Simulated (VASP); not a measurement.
Wanted: the native input for a VASP 6.6.1 run.

| Item | Value |
| --- | --- |
| Task | single point |
| Functional | r2SCAN |
| Potentials or basis | VASP PAW PBE potentials, release 64 (Te, Mo_sv) |
| Cutoff | 520 eV |
| k mesh | 12 × 12 × 2 |
| Occupations | gaussian, width 0.05 eV |
| Spin | no spin polarisation |
| Dipole correction | no |
| Further INCAR settings | ALGO = Normal; EDIFF = 1e-06; NBANDS = 20 |

The system is Te2Mo, a slab with vacuum.

```
Te Mo
1.0
     3.61468    0.00000    0.00000
    -1.80734    3.13040    0.00000
     0.00000    0.00000   17.52380
Te Mo
2 1
Cartesian
  0.0000 2.0869 15.7348
  0.0000 2.0869 1.7890
  0.0000 0.0000 0.0000
```

This cell differs from its parent crystal: strain +0.0150 x Voigt [1, 1, 0, 0, 0, 0].

One way to write it, as run:

POSCAR

```
Te2Mo
1.0
    3.6146750190      0.0000000000      0.0000000000
   -1.8073375095      3.1304003929      0.0000000000
    0.0000000000      0.0000000000     17.5238001931
Te Mo
2 1
Direct
    0.3333333333      0.6666666667      0.8979077081
    0.3333333333      0.6666666667      0.1020922919
    0.0000000000      0.0000000000      0.0000000000
```

INCAR.step1

```
SYSTEM = Te2Mo
PREC     = Accurate       ! precision mode
ENCUT    = 520            ! plane-wave cutoff, eV
ISMEAR   = 0              ! smearing method
SIGMA    = 0.05           ! smearing width, eV
LREAL    = .FALSE.        ! projectors in reciprocal space
LASPH    = .TRUE.         ! aspherical terms in the spheres
NELM     = 60             ! most SCF steps
NBANDS   = 20             ! bands
GGA      = PE             ! functional
ALGO     = Normal         ! electronic algorithm
EDIFF    = 1E-4           ! SCF threshold, eV
LWAVE    = .TRUE.         ! write WAVECAR
LCHARG   = .FALSE.        ! write CHGCAR
```

INCAR.step2

```
SYSTEM = Te2Mo
PREC     = Accurate       ! precision mode
ENCUT    = 520            ! plane-wave cutoff, eV
EDIFF    = 1E-6           ! SCF threshold, eV
ISMEAR   = 0              ! smearing method
SIGMA    = 0.05           ! smearing width, eV
LREAL    = .FALSE.        ! projectors in reciprocal space
LASPH    = .TRUE.         ! aspherical terms in the spheres
NELM     = 60             ! most SCF steps
ALGO     = Normal         ! electronic algorithm
ISIF     = 2              ! what is computed and relaxed
LWAVE    = .FALSE.        ! write WAVECAR
LCHARG   = .FALSE.        ! write CHGCAR
METAGGA  = R2SCAN         ! meta-GGA
LMIXTAU  = .TRUE.       
NBANDS   = 20             ! bands
ISTART   = 1
```

KPOINTS

```
Automatic mesh
0
G
  12 12 2
  0 0 0
```

Potentials or basis: VASP PAW PBE potentials, release 64 (Te, Mo_sv).

The run is started by

```bash
$ cat potpaw_PBE.64/Te/POTCAR potpaw_PBE.64/Mo_sv/POTCAR > POTCAR
$ cp INCAR.step1 INCAR
$ mpirun -np 1 vasp_std > vasp.out
$ cp INCAR.step2 INCAR
$ mpirun -np 1 vasp_std > vasp.out
```

It gave:

- Largest force: 0.231 eV/Å
- Band gap on the k mesh: 1.02 eV, direct

Caveat: the cell differs from its parent crystal (strain +0.0150 x Voigt [1, 1, 0, 0, 0, 0]); the PAW data sets were made with another functional, which shifts forces and pressure a little; spin-orbit coupling is left out, which moves the levels of the heavy elements.

Wall time 7.6 min on 1 thread of Intel(R) Xeon(R) Platinum 8488C (Sapphire Rapids) (shared host), peak memory 0.45 GiB.
